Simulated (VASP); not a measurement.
Wanted: the native input for a VASP 6.6.1 run.

| Quantity | Value |
| --- | --- |
| Task | relaxation of cell and atoms |
| Functional | r2SCAN |
| Potentials or basis | VASP PAW PBE potentials, release 64 (Hf_pv, Si) |
| Cutoff | 600 eV |
| k mesh | 18 × 18 × 14 |
| Occupations | gaussian, width 0.1 eV |
| Spin | no spin polarisation |
| Dipole correction | no |
| Further INCAR settings | ALGO = Normal; EDIFF = 1e-06; IBRION = 2; EDIFFG = -0.01; NSW = 100; ISIF = 3 |

HfSi:

```
CELL_PARAMETERS angstrom
2.98175 0.00000 0.00000
0.00000 2.98175 0.00000
0.00000 0.00000 3.90822
ATOMIC_POSITIONS crystal
Hf 0.50000 0.50000 0.50000
Si 0.00000 0.00000 0.00000
```

The input as run:

POSCAR

```
HfSi
1.0
    2.9817508702      0.0000000000      0.0000000000
    0.0000000000      2.9817508702      0.0000000000
    0.0000000000      0.0000000000      3.9082234620
Hf Si
1 1
Direct
    0.5000000000      0.5000000000      0.5000000000
    0.0000000000      0.0000000000      0.0000000000
```

INCAR.step1

```
PREC = Accurate ; ENCUT = 600
ISMEAR = 0 ; SIGMA = 0.1
LREAL = False ; LASPH = True
NELM = 80 ; GGA = PE
ALGO = Normal ; EDIFF = 1E-4
LWAVE = True ; LCHARG = False
```

INCAR.step2

```
PREC = Accurate ; ENCUT = 600
EDIFF = 1E-6 ; ISMEAR = 0
SIGMA = 0.1 ; LREAL = False
LASPH = True ; NELM = 80
ALGO = Normal ; ISIF = 3
LWAVE = False ; LCHARG = False
METAGGA = R2SCAN ; LMIXTAU = True
IBRION = 2 ; NSW = 100
EDIFFG = -0.01 ; ISTART = 1
```

KPOINTS

```
regular mesh
0
Gamma
  18 18 14
```

Potentials or basis: VASP PAW PBE potentials, release 64 (Hf_pv, Si).

Launch:

```sh
$ cat potpaw_PBE.64/Hf_pv/POTCAR potpaw_PBE.64/Si/POTCAR > POTCAR
$ cp INCAR.step1 INCAR
$ mpirun -np 1 vasp_std > vasp.out
$ cp INCAR.step2 INCAR
$ mpirun -np 1 vasp_std > vasp.out
```

It gave:

```json
{"Relaxed volume": "17.01 Å³/atom", "Relaxed cell": "a = 2.965 Å, b = 2.965 Å, c = 3.871 Å, α = 90.00°, β = 90.00°, γ = 90.00°", "Space group after relaxing (to 0.1 Å)": "P4/mmm (No. 123)", "Energy gained by relaxing": "3.4 meV/atom", "Ionic steps": "5", "Pressure after relaxing": "0.1 GPa", "Band gap on the k mesh": "zero (bands 7 and 8 overlap by 2.07 eV)"}
```

Caveat: the PAW data sets were made with another functional, which shifts forces and pressure a little; spin-orbit coupling is left out, which moves the levels of the heavy elements.

Run time: 61 min on 1 thread of Oxide Virtual Turin-like Processor (shared host), peak memory 0.34 GiB.
